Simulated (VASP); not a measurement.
Here is a VASP 6.6.1 calculation.

The input POSCAR:

```
Hf2N
1.0
    5.3131240200      0.0000000000      0.0000000000
    0.0000000000      5.3131240200      0.0000000000
    0.0000000000      0.0000000000      3.2420983900
Hf N
4 2
Direct
    0.2955363700      0.2955363700      0.0000000000
    0.7044636300      0.7044636300      0.0000000000
    0.7955363700      0.2044636300      0.5000000000
    0.2044636300      0.7955363700      0.5000000000
    0.0000000000      0.0000000000      0.0000000000
    0.5000000000      0.5000000000      0.5000000000
```

INCAR.step1

```
PREC = Accurate
ENCUT = 600
ISMEAR = 0
SIGMA = 0.1
LREAL = F
LASPH = T
NELM = 60
GGA = PE
ALGO = Normal
EDIFF = 1E-4
LWAVE = T
LCHARG = F
```

INCAR.step2

```
PREC = Accurate
ENCUT = 600
EDIFF = 1E-6
ISMEAR = 0
SIGMA = 0.1
LREAL = F
LASPH = T
NELM = 60
ALGO = Normal
ISIF = 3
LWAVE = F
LCHARG = F
METAGGA = R2SCAN
LMIXTAU = T
IBRION = 2
NSW = 80
EDIFFG = -0.01
ISTART = 1
```

Contents of KPOINTS:

```
regular mesh
0
Gamma
  2 2 4
```

Potentials or basis: VASP PAW PBE potentials, release 64 (Hf_pv, N).

Launch:

```console
$ cat potpaw_PBE.64/Hf_pv/POTCAR potpaw_PBE.64/N/POTCAR > POTCAR
$ cp INCAR.step1 INCAR
$ mpirun -np 1 vasp_std > vasp.out
$ cp INCAR.step2 INCAR
$ mpirun -np 1 vasp_std > vasp.out
```

**Question.** What does it give for the space group after relaxing (to 0.1 Å)?

**Answer.** P4_2/mnm (No. 136).

**Question.** Estimate the band gap on the k mesh.

**Answer.** Zero (bands 25 and 26 overlap by 2.74 eV).

**Question.** Estimate the relaxed volume.

**Answer.** 15.23 Å³/atom.

**Question.** What does it give for the relaxed cell?

**Answer.** a = 5.293 Å, b = 5.293 Å, c = 3.261 Å, α = 90.00°, β = 90.00°, γ = 90.00°.

Final structure:
```
CELL_PARAMETERS angstrom
5.29328 0.00000 0.00000
0.00000 5.29328 0.00000
0.00000 0.00000 3.26073
ATOMIC_POSITIONS crystal
Hf 0.29466 0.29466 0.00000
Hf 0.70534 0.70534 0.00000
Hf 0.79466 0.20534 0.50000
Hf 0.20534 0.79466 0.50000
N 0.00000 0.00000 0.00000
N 0.50000 0.50000 0.50000
```

Caveat: the k points lie up to 0.59 Å⁻¹ apart in the final cell, too coarse for converged energies and pressures of a metal; the PAW data sets were made with another functional, which shifts forces and pressure a little; spin-orbit coupling is left out, which moves the levels of the heavy elements.
